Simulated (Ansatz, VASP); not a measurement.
One calculation of NbTe, two programs

```
CELL_PARAMETERS angstrom
0.00000 3.22438 3.22438
3.22438 0.00000 3.22438
3.22438 3.22438 0.00000
ATOMIC_POSITIONS crystal
Nb 0.00000 0.00000 0.00000
Te 0.25000 0.25000 0.25000
```

Alike in both runs: task single point; functional r2SCAN; k mesh 10 × 10 × 10; occupations gaussian, width 0.05 eV; collinear spin.

|  | VASP | Ansatz |
| --- | --- | --- |
| version | VASP 6.6.1 | Ansatz 0.2.0 |
| potentials or method | VASP PAW PBE potentials, release 64 (Nb_sv, Te), cutoff 520 eV | scalar-relativistic, plane waves, PAW |
| valence electrons in the cell | 19 | 29 |

```tsv
	VASP	Ansatz	Ansatz less VASP
gap on the k mesh at the Fermi level (eV)	none	none	-
pressure (GPa)	-2.1	-2.0	+0.09
net moment per atom (μB)	1.19	1.19	0.000
size of the moment on the site where the two differ most (μB)	1.77	1.69	-0.075
```

VASP's potentials were made for PBE, not for r2SCAN. Site moments also hang on the region over which each program counts them. A gap of «none» marks a metal or a gap that the smearing closes. The functional is the same, so the differences come from potentials, cutoffs and numerics. VASP's potentials hold 19 valence electrons a cell and Ansatz's 29, so a difference there can come from the potentials and not from the codes. Ansatz's warnings: stability check not made.

Spin-orbit coupling is off throughout.
